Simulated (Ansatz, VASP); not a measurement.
## Two plane-wave programs on ZnO

INCAR

```
ALGO = Normal
EDIFF = 1E-7
ENCUT = 520
GGA = CA
ISIF = 2
ISMEAR = 0
LASPH = T
LCHARG = F
LREAL = F
LWAVE = F
NBANDS = 26
NELM = 80
PREC = Accurate
SIGMA = 0.01
```

KPOINTS

```
k-points
0
Gamma
  9 9 6
```

The input POSCAR:

```
ZnO
1.0
    3.2498000000      0.0000000000      0.0000000000
   -1.6249000000      2.8144093572      0.0000000000
    0.0000000000      0.0000000000      5.2066000000
Zn O
2 2
Direct
    0.3333333333      0.6666666667      0.0000000000
    0.6666666667      0.3333333333      0.5000000000
    0.3333333333      0.6666666667      0.3759000000
    0.6666666667      0.3333333333      0.8759000000
```

Input for Ansatz:

```yaml
crystal:
  lattice:
    - [3.2498, 0.0, 0.0]
    - [-1.6249, 2.8144093572, 0.0]
    - [0.0, 0.0, 5.2066]
  atoms:
    - { symbol: Zn, position: [0.3333333333, 0.6666666667, 0.0] }
    - { symbol: Zn, position: [0.6666666667, 0.3333333333, 0.5] }
    - { symbol: O, position: [0.3333333333, 0.6666666667, 0.3759] }
    - { symbol: O, position: [0.6666666667, 0.3333333333, 0.8759] }
scf:
  occupations: { method: fixed }
output:
  eigenvalues: true
hamiltonian:
  xc: lda
kpoints:
  mp_grid: { grid: [9, 9, 6] }
```

Alike in both runs: task single point; functional LDA; k mesh 9 × 9 × 6; no spin polarisation.

```csv
,VASP,Ansatz
version,VASP 6.6.1,Ansatz 0.2.0
potentials or method,"VASP PAW LDA potentials, release 64 (Zn, O)","scalar-relativistic, plane waves, PAW"
plane-wave cutoff (eV),520,420
occupations,"gaussian, width 0.01 eV",fixed
valence electrons in the cell,36,36
```

```csv
,VASP,Ansatz,Ansatz less VASP
gap on the k mesh at the Fermi level (eV),0.74,0.74,-0.007
least direct gap on the mesh (eV),0.74,0.74,-0.007
```

LDA's correlation is that of Perdew and Zunger in VASP and of Perdew and Wang (1992) in Ansatz.
